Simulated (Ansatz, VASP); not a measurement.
**Cu in VASP and in Ansatz**

Contents of INCAR:

```
SYSTEM = Cu
ALGO     = Normal         ! electronic algorithm
EDIFF    = 1E-6           ! SCF threshold, eV
ENCUT    = 520            ! plane-wave cutoff, eV
GGA      = PS             ! functional
ISIF     = 2              ! what is computed and relaxed
ISMEAR   = 0              ! smearing method
LASPH    = .TRUE.         ! aspherical terms in the spheres
LCHARG   = .FALSE.        ! write CHGCAR
LREAL    = .FALSE.        ! projectors in reciprocal space
LWAVE    = .FALSE.        ! write WAVECAR
NBANDS   = 12             ! bands
NELM     = 100            ! most SCF steps
PREC     = Accurate       ! precision mode
SIGMA    = 0.15           ! smearing width, eV
```

The input KPOINTS:

```
k-points
0
G
  22 22 22
  0 0 0
```

The input POSCAR:

```
Cu
1.0
    0.0000000000      1.7623125000      1.8075000000
    1.7623125000      0.0000000000      1.8075000000
    1.7623125000      1.7623125000      0.0000000000
Cu
1
Direct
    0.0000000000      0.0000000000      0.0000000000
```

Input for Ansatz:

```yaml
crystal:
  lattice:
    - [0.0, 1.7623125, 1.8075]
    - [1.7623125, 0.0, 1.8075]
    - [1.7623125, 1.7623125, 0.0]
  atoms:
    - { symbol: Cu, position: [0.0, 0.0, 0.0] }
basis:
  ecutwfc: 420
kpoints:
  mp_grid: { grid: [22, 22, 22] }
hamiltonian:
  xc: pbesol
scf:
  occupations: { method: gaussian, width: 0.15 }
output:
  forces: true
  stress: true
  eigenvalues: true
  write_density: true
  write_potential: true
  elf: true
  volumetric_format: npy
```

Change from the starting cell: strain -0.025 along x and y, +0.000 along z, atoms carried along.

Alike in both runs: task single point; functional PBEsol; k mesh 22 × 22 × 22; occupations gaussian, width 0.15 eV; no spin polarisation.

|  | VASP | Ansatz |
| --- | --- | --- |
| version | VASP 6.6.1 | Ansatz 0.2.0 |
| potentials or method | VASP PAW PBE potentials, release 64 (Cu), cutoff 520 eV | scalar-relativistic, plane waves, PAW |
| valence electrons in the cell | 11 | 19 |

VASP gave:

```
gap on the k mesh at the Fermi level (eV)                     : none
pressure (GPa)                                                : 2.1
traceless stress, the component that is largest in VASP (GPa) : -1.22
```

Problem. Which values does Ansatz return?

Solution. gap on the k mesh at the Fermi level (eV): none; pressure (GPa): 1.4; traceless stress, the component that is largest in VASP (GPa): -1.21.

VASP's potentials were made for PBE, not for PBEsol. A gap of «none» marks a metal or a gap that the smearing closes. The functional is the same, so the differences come from potentials, cutoffs and numerics. VASP's potentials hold 11 valence electrons a cell and Ansatz's 19, so a difference there can come from the potentials and not from the codes.
